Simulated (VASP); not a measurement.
# ZrB2 (P6/mmm) in VASP: further runs

Aim: see how the results for ZrB2 move with the level of theory and the settings. Levels: BLYP, revPBE. Tasks: single point.

All numbers are computed with VASP 6.6.1; they aren't measurements. Logs are shortened: lines on timing, memory, paths and dates and some standing lists are left out, and cuts for length are marked.

## 1. The cell of the first run

The structure is hexagonal, space group P6/mmm (No. 191). Conventional cell: a = 3.170 Å, b = 3.170 Å, c = 3.533 Å, α = 90.00°, β = 90.00°, γ = 120.00°. Within 3.6 Å of Zr (site symmetry 6/mmm) lie 12 B at 2.54 Å and 8 Zr at 3.17 to 3.53 Å. Within 2.4 Å of B (site symmetry -6m2) lie 3 B at 1.83 Å.

## 2. Single point, BLYP

Contents of INCAR:

```
SYSTEM = ZrB2
PREC = Accurate
ENCUT = 500
EDIFF = 1E-6
ISMEAR = -1
SIGMA = 0.05
LREAL = .False.
LASPH = .True.
NELM = 120
ALGO = Normal
ISIF = 2
LWAVE = .False.
LCHARG = .False.
GGA = B5
ALDAX = 1.0
AGGAX = 1.0
AGGAC = 1.0
ALDAC = 0.0
NBANDS = 16
GGA_COMPAT = .False.
```

Contents of KPOINTS:

```
Automatic mesh
0
Gamma
  10 10 8
  0 0 0
```

Contents of POSCAR:

```
ZrB2
1.0
    3.1700000000      0.0000000000      0.0000000000
   -1.5850000000      2.7453005300      0.0000000000
    0.0000000000      0.0000000000      3.5330000000
Zr B
1 2
Direct
    0.0000000000      0.0000000000      0.0000000000
    0.3333333333      0.6666666667      0.5000000000
    0.6666666667      0.3333333333      0.5000000000
```

Potentials or basis: VASP PAW PBE potentials, release 64 (Zr_sv, B).

Launch:

```
$ cat potpaw_PBE.64/Zr_sv/POTCAR potpaw_PBE.64/B/POTCAR > POTCAR
$ mpirun -np 1 vasp_std > vasp.out
```

OUTCAR:

```text
SYSTEM = ZrB2
   PREC = Accurate
   ENCUT = 500
   EDIFF = 1E-6
   ISMEAR = -1
   LREAL = .False.
   LASPH = .True.
   NELM = 120
   ISIF = 2
   GGA = B5

 ion  position               nearest neighbor table
   1  0.000  0.000  0.000-   2 2.54   3 2.54   2 2.54   3 2.54   3 2.54   3 2.54   2 2.54   2 2.54
                             3 2.54   3 2.54   2 2.54   2 2.54
   2  0.333  0.667  0.500-   3 1.83   3 1.83   3 1.83   1 2.54   1 2.54   1 2.54   1 2.54   1 2.54
                             1 2.54
   3  0.667  0.333  0.500-   2 1.83   2 1.83   2 1.83   1 2.54   1 2.54   1 2.54   1 2.54   1 2.54
                             1 2.54

  LATTYP: Found a hexagonal cell.
 ALAT       =     3.1700000000
 C/A-ratio  =     1.1145110410

  Lattice vectors:

 A1 = (   3.1700000000,   0.0000000000,   0.0000000000)
 A2 = (  -1.5850000000,   2.7453005300,   0.0000000000)
 A3 = (   0.0000000000,   0.0000000000,   3.5330000000)

Analysis of symmetry for initial positions (statically):
=====================================================================
 Subroutine PRICEL returns:
 Original cell was already a primitive cell.

 Routine SETGRP: Setting up the symmetry group for a
 hexagonal supercell.

 Subroutine GETGRP returns: Found 24 space group operations
 (whereof 24 operations were pure point group operations)
 out of a pool of 24 trial point group operations.

The static configuration has the point symmetry D_6h.

Analysis of symmetry for dynamics (positions and initial velocities):
=====================================================================
 Subroutine PRICEL returns:
 Original cell was already a primitive cell.

 Routine SETGRP: Setting up the symmetry group for a
 hexagonal supercell.

 Subroutine GETGRP returns: Found 24 space group operations
 (whereof 24 operations were pure point group operations)
 out of a pool of 24 trial point group operations.

The dynamic configuration has the point symmetry D_6h.

 Subroutine INISYM returns: Found 24 space group operations
 (whereof 24 operations are pure point group operations),
 and found     1 'primitive' translations

----------------------------------------------------------------------------------------

                                     Primitive cell

  volume of cell :      30.7463

  direct lattice vectors                    reciprocal lattice vectors
     3.170000000  0.000000000  0.000000000     0.315457413  0.182129422  0.000000000
    -1.585000000  2.745300530  0.000000000     0.000000000  0.364258845  0.000000000
     0.000000000  0.000000000  3.533000000     0.000000000  0.000000000  0.283045570

  length of vectors
     3.170000000  3.170000000  3.533000000     0.364258845  0.364258845  0.283045570

  position of ions in fractional coordinates (direct lattice)
     0.000000000  0.000000000  0.000000000
     0.333333333  0.666666667  0.500000000
     0.666666667  0.333333333  0.500000000

  ion indices of the primitive-cell ions
   primitive index   ion index
                 1           1
                 2           2
                 3           3

----------------------------------------------------------------------------------------

 KPOINTS: Automatic mesh

Automatic generation of k-mesh.
 Grid dimensions read from file:
 generate k-points for:   10   10    8

 Generating k-lattice:

  Cartesian coordinates                     Fractional coordinates (reciprocal lattice)
     0.031545741  0.018212942  0.000000000     0.100000000  0.000000000  0.000000000
     0.000000000  0.036425884  0.000000000     0.000000000  0.100000000  0.000000000
     0.000000000  0.000000000  0.035380696     0.000000000  0.000000000  0.125000000

  Length of vectors
     0.036425884  0.036425884  0.035380696

  Shift w.r.t. Gamma in fractional coordinates (k-lattice)
     0.000000000  0.000000000  0.000000000

 Subroutine IBZKPT returns following result:
 ===========================================

 Found     70 irreducible k-points:

 Following reciprocal coordinates:
            Coordinates               Weight
  0.000000  0.000000  0.000000      1.000000
  0.100000 -0.000000  0.000000      6.000000
  0.200000 -0.000000  0.000000      6.000000
  0.300000  0.000000  0.000000      6.000000
  0.400000  0.000000  0.000000      6.000000
  0.500000  0.000000  0.000000      3.000000
[... 16 lines left out ...]
  0.300000  0.100000  0.125000     24.000000
  0.400000  0.100000  0.125000     24.000000
 [... further k-points ...]
   k-points           NKPTS =     70   k-points in BZ     NKDIM =     70   number of bands    NBANDS=     16
   number of dos      NEDOS =    301   number of ions     NIONS =      3
   total plane-waves  NPLWV =  16128
   dimension x,y,z NGX =    24 NGY =   24 NGZ =   28
   dimension x,y,z NGXF=    48 NGYF=   48 NGZF=   56
   ions per type =               1   2
   NGX,Y,Z   is equivalent  to a cutoff of  12.59, 12.59, 13.18 a.u.
   NGXF,Y,Z  is equivalent  to a cutoff of  25.17, 25.17, 26.35 a.u.
 SYSTEM =  ZrB2
   PREC   = accura    normal or accurate (medium, high low for compatibility)
   ISTART =      0    job   : 0-new  1-cont  2-samecut
   ICHARG =      2    charge: 1-file 2-atom 10-const
   ISPIN  =      1    spin polarized calculation?
   LNONCOLLINEAR =      F non collinear calculations
   LSORBIT =      F    spin-orbit coupling
   LASPH  =      T    aspherical Exc in radial PAW
   ENCUT  =  500.0 eV  36.75 Ry    6.06 a.u.   5.78  5.78  6.44*2*pi/ulx,y,z
   NELM   =    120;   NELMIN=  2; NELMDL= -5     # of ELM steps
   EDIFF  = 0.1E-05   stopping-criterion for ELM
   LREAL  =      F    real-space projection
   EDIFFG = 0.1E-04   stopping-criterion for IOM
   NSW    =      0    number of steps for IOM
   IBRION =     -1    ionic relax: 0-MD 1-quasi-New 2-CG
   NFREE  =      0    steps in history (QN), initial steepest desc. (CG)
   ISIF   =      2    stress and relaxation
   ISYM   =      2    0-nonsym 1-usesym 2-fastsym
   POTIM  = 0.5000    time-step for ionic-motion
   TEBEG  =    0.0;   TEEND  =   0.0 temperature during run
   PSTRESS=    0.0 pullay stress
   NELECT =      18.0000    total number of electrons
   NUPDOWN=      -1.0000    fix difference up-down
   EMIN   =  10.00;   EMAX   =-10.00  energy-range for DOS
   EFERMI =   0.00;   METHOD = LEGACY
   ISMEAR =    -1;   SIGMA  =   0.05  broadening in eV -4-tet -1-fermi 0-gaus
   EFERMI_NEDOS =   21; number of points for ismear=-14 and -15
   IALGO  =     38    algorithm
   IMIX   =      4    mixing-type and parameters
     AMIX     =   0.40;   BMIX     =  1.00
     AMIX_MAG =   1.60;   BMIX_MAG =  1.00
  volume/ion in A,a.u.               =      10.25        69.16
  Fermi-wavevector in a.u.,A,eV,Ry     =   1.369519  2.588016 25.518847  1.875582
  Thomas-Fermi vector in A             =   2.495387
   LORBIT       =      0    0 simple, 1 ext, 2 COOP (PROOUT), +10 PAW based schemes
   GGA     = B5    functional components
   LHFCALC =     F    Hartree Fock is set to
   AEXX    =    0.0000 exact exchange contribution
   IVDW    =     0    specifies the selected vdW correction
   LEPSILON=     F    determine dielectric tensor
   LRPA    =     F    only Hartree local field effects (RPA)
 non-spin polarized calculation
  energy-cutoff  :      500.00
  volume of cell :       30.75
 maximum number of plane-waves:       793
 NGX is ok and might be reduce to    24
   NGX = 11   NGY = 11   NGZ = 13

 number of electron      18.0000000 magnetization

 Free energy of the ion-electron system (eV)
  ---------------------------------------------------
  ext. energy  EPLUGINS =         0.00000000
  ---------------------------------------------------
  free energy    TOTEN  =       -22.08903390 eV

  energy without entropy =      -22.08597468  energy(sigma->0) =      -22.08750429

 E-fermi :  10.9560     XC(G=0): -11.7939

 val. band max:       10.9275885789   @ k =   0.2000   0.2000   0.1250
 cond. band min:      11.0841481645   @ k =   0.1000  -0.0000   0.5000
 fundamental gap:      0.1565595856
 Fermi energy:        10.9559533348

 k-point     1 :       0.0000    0.0000    0.0000
  band No.  band energies     occupation
      1     -37.6881      2.00000
      2     -15.9379      2.00000
      3     -15.4092      2.00000
      4     -15.4092      2.00000
      5      -1.5845      2.00000
      6       8.3559      2.00000
[... 8 lines left out ...]
     15      16.2818      0.00000
     16      16.2818      0.00000

 k-point     2 :       0.1000   -0.0000    0.0000
  band No.  band energies     occupation
      1     -37.6772      2.00000
      2     -15.9220      2.00000
      3     -15.5024      2.00000
      4     -15.4295      2.00000
      5      -1.3882      2.00000
      6       7.8009      2.00000
[... 8 lines left out ...]
     15      16.8740      0.00000
     16      17.3790      0.00000

 k-point     3 :       0.2000   -0.0000    0.0000
  band No.  band energies     occupation
      1     -37.6487      2.00000
      2     -15.8802      2.00000
      3     -15.7397      2.00000
      4     -15.4823      2.00000
      5      -0.8296      2.00000
      6       6.5661      2.00000
[... 8 lines left out ...]
     15      17.6589      0.00000
     16      18.6010      0.00000

 k-point     4 :       0.3000    0.0000    0.0000
  band No.  band energies     occupation
      1     -37.6131      2.00000
      2     -16.0208      2.00000
      3     -15.8280      2.00000
      4     -15.5467      2.00000
      5       0.0225      2.00000
      6       5.1465      2.00000
[... 8 lines left out ...]
     15      18.6292      0.00000
     16      20.8532      0.00000
[... 324 lines left out ...]
 k-point    22 :       0.2000    0.1000    0.1250
  band No.  band energies     occupation
      1     -37.6228      2.00000
      2     -15.9063      2.00000
      3     -15.8826      2.00000
      4     -15.5439      2.00000
      5      -0.1618      2.00000
      6       5.8020      2.00000
[... 8 lines left out ...]
     15      18.2505      0.00000
     16      19.5257      0.00000

 k-point    23 :       0.3000    0.1000    0.1250
  band No.  band energies     occupation
      1     -37.5905      2.00000
      2     -16.1276      2.00000
      3     -15.8421      2.00000
      4     -15.6185      2.00000
      5       0.7404      2.00000
      6       4.4148      2.00000
[... 8 lines left out ...]
     15      18.4940      0.00000
     16      21.3713      0.00000

 k-point    24 :       0.4000    0.1000    0.1250
  band No.  band energies     occupation
      1     -37.5704      2.00000
      2     -16.2663      2.00000
      3     -15.8109      2.00000
      4     -15.6642      2.00000
      5       1.8261      2.00000
      6       3.0748      2.00000
[... 8 lines left out ...]
     15      19.2367      0.00000
     16      21.0020      0.00000

 [... further k-points ...]

------------------------ aborting loop because EDIFF is reached ----------------------------------------

  FORCE on cell =-STRESS in cart. coord.  units (eV):
  Direction    XX          YY          ZZ          XY          YZ          ZX
  --------------------------------------------------------------------------------------
  -------------------------------------------------------------------------------------
  Total        1.1400454      1.1400454      2.1719770      0.0000000      0.0000000      0.0000000
  in kB       59.4073150     59.4073150    113.1808668      0.0000000      0.0000000      0.0000000
  external PRESSURE =      77.3318323 kB  Pullay stress =       0.0000000 kB

 VOLUME and BASIS-vectors are now :
 -----------------------------------------------------------------------------
  energy-cutoff  :      500.00
  volume of cell :       30.75
      direct lattice vectors                 reciprocal lattice vectors
     3.170000000  0.000000000  0.000000000     0.315457413  0.182129422  0.000000000
    -1.585000000  2.745300530  0.000000000     0.000000000  0.364258845  0.000000000
     0.000000000  0.000000000  3.533000000     0.000000000  0.000000000  0.283045570

 POSITION                                       TOTAL-FORCE (eV/Angst)
 -----------------------------------------------------------------------------------
      0.00000      0.00000      0.00000         0.000000      0.000000      0.000000
     -0.00000      1.83020      1.76650         0.000000      0.000000      0.000000
      1.58500      0.91510      1.76650        -0.000000     -0.000000      0.000000
 -----------------------------------------------------------------------------------
    total drift:                               -0.000000      0.000000      0.000000

  FREE ENERGIE OF THE ION-ELECTRON SYSTEM (eV)
  ---------------------------------------------------
  free  energy   TOTEN  =       -22.0890338984 eV

  energy  without entropy=      -22.0859746804  energy(sigma->0) =      -22.08750429
```

It took 53 s on 1 thread of Intel Xeon Platinum 8259CL at 2.50GHz (Skylake/Cascade Lake), shared host; peak memory 0.16 GiB.

Results:

- Free energy: -22.0890 eV
- Pressure: 7.7 GPa
- Band gap on the k mesh: zero (bands 9 and 10 overlap by 0.82 eV)

Stress tensor (GPa, compression positive):
```
 5.94  0.00  0.00
 0.00  5.94  0.00
 0.00  0.00 11.32
```

Levels at points of the mesh, in eV from the Fermi level:
```csv
k point,band 7,band 8,band 9,band 10,band 11,band 12
"(0.00, 0.00, 0.00)",-2.60,-2.39,-2.26,3.38,3.38,4.08
"(0.50, 0.00, 0.00)",-3.81,-3.01,-2.51,2.28,2.33,4.81
"(0.00, 0.00, 0.50)",-0.98,-0.98,0.43,0.43,0.81,0.81
"(0.50, 0.00, 0.50)",-4.54,-3.99,-1.85,3.72,4.30,5.17
```

Caveat: the cell stands under pressure; the PAW data sets were made with another functional, which shifts forces and pressure a little.

## 3. Single point, revPBE

Edit INCAR of step 2 so:

```diff
@@ -13,7 +13,3 @@
 LCHARG = .False.
-GGA = B5
-ALDAX = 1.0
-AGGAX = 1.0
-AGGAC = 1.0
-ALDAC = 0.0
+GGA = RE
 NBANDS = 16
```

KPOINTS is that of step 2.

POSCAR is that of step 2.

Potentials or basis: VASP PAW PBE potentials, release 64 (Zr_sv, B).

Launch:

```
$ cat potpaw_PBE.64/Zr_sv/POTCAR potpaw_PBE.64/B/POTCAR > POTCAR
$ mpirun -np 1 vasp_std > vasp.out
```

It took 41 s on 1 thread of Intel Xeon Platinum 8259CL at 2.50GHz (Skylake/Cascade Lake), shared host; peak memory 0.16 GiB.

It converged, with:

| Item | Value |
| --- | --- |
| Free energy | -24.1119 eV |
| Pressure | 3.6 GPa |
| Band gap on the k mesh | zero (bands 9 and 10 overlap by 0.80 eV) |

Stress tensor (GPa, compression positive):
```
3.31 0.00 0.00
0.00 3.31 0.00
0.00 0.00 4.20
```

Levels at points of the mesh, in eV from the Fermi level:
| k point | band 6 | band 7 | band 8 | band 9 | band 10 | band 11 | band 12 | band 13 |
| --- | --- | --- | --- | --- | --- | --- | --- | --- |
| (0.00, 0.00, 0.00) | -2.54 | -2.54 | -2.50 | -2.27 | 3.48 | 3.48 | 4.27 | 4.27 |
| (0.50, 0.00, 0.00) | -8.47 | -3.81 | -2.97 | -2.60 | 2.32 | 2.39 | 5.00 | 5.08 |
| (0.00, 0.00, 0.50) | -6.88 | -0.87 | -0.87 | 0.41 | 0.41 | 0.86 | 0.86 | 1.93 |
| (0.50, 0.00, 0.50) | -6.94 | -4.52 | -4.05 | -1.93 | 3.83 | 4.14 | 5.37 | 6.31 |

Caveat: the cell stands under pressure; the PAW data sets were made with another functional, which shifts forces and pressure a little.
